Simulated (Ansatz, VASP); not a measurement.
ZrN in VASP and in Ansatz

The input INCAR:

```
SYSTEM = ZrN
PREC = Accurate
ENCUT = 600
EDIFF = 1E-6
ISMEAR = 0
SIGMA = 0.1
LREAL = .FALSE.
LASPH = .TRUE.
NELM = 120
ALGO = Normal
ISIF = 2
LWAVE = .FALSE.
LCHARG = .FALSE.
GGA = PE
NBANDS = 16
GGA_COMPAT = .FALSE.
```

Contents of KPOINTS:

```
regular mesh
0
G
  20 20 20
  0 0 0
```

File POSCAR:

```
ZrN
1.0
    0.0000000000      2.3714856732      2.3714856732
    2.3714856732      0.0000000000      2.3714856732
    2.3714856732      2.3714856732      0.0000000000
Zr N
1 1
Direct
    0.0000000000      0.0000000000      0.0000000000
    0.5000000000      0.5000000000      0.5000000000
```

Input for Ansatz:

```yaml
crystal:
  lattice:
    - [0.0, 2.3714856732, 2.3714856732]
    - [2.3714856732, 0.0, 2.3714856732]
    - [2.3714856732, 2.3714856732, 0.0]
  atoms:
    - { symbol: Zr, position: [0.0, 0.0, 0.0] }
    - { symbol: "N", position: [0.5, 0.5, 0.5] }
basis:
  ecutwfc: 420
kpoints:
  mp_grid: { grid: [20, 20, 20] }
hamiltonian:
  xc: pbe
scf:
  occupations: { method: gaussian, width: 0.1 }
output:
  forces: true
  stress: true
  eigenvalues: true
```

Alike in both runs: task single point; functional PBE; k mesh 20 × 20 × 20; occupations gaussian, width 0.1 eV; no spin polarisation.

|  | VASP | Ansatz |
| --- | --- | --- |
| version | VASP 6.6.1 | Ansatz 0.2.0 |
| potentials or method | VASP PAW PBE potentials, release 64 (Zr_sv, N), cutoff 600 eV | scalar-relativistic, plane waves, PAW |
| valence electrons in the cell | 17 | 17 |

```tsv
	VASP	Ansatz	Ansatz less VASP
gap on the k mesh at the Fermi level (eV)	none	none	-
pressure (GPa)	-19.2	-19.3	-0.08
```

A gap of «none» marks a metal or a gap that the smearing closes. The functional is the same, so the differences come from potentials, cutoffs and numerics.
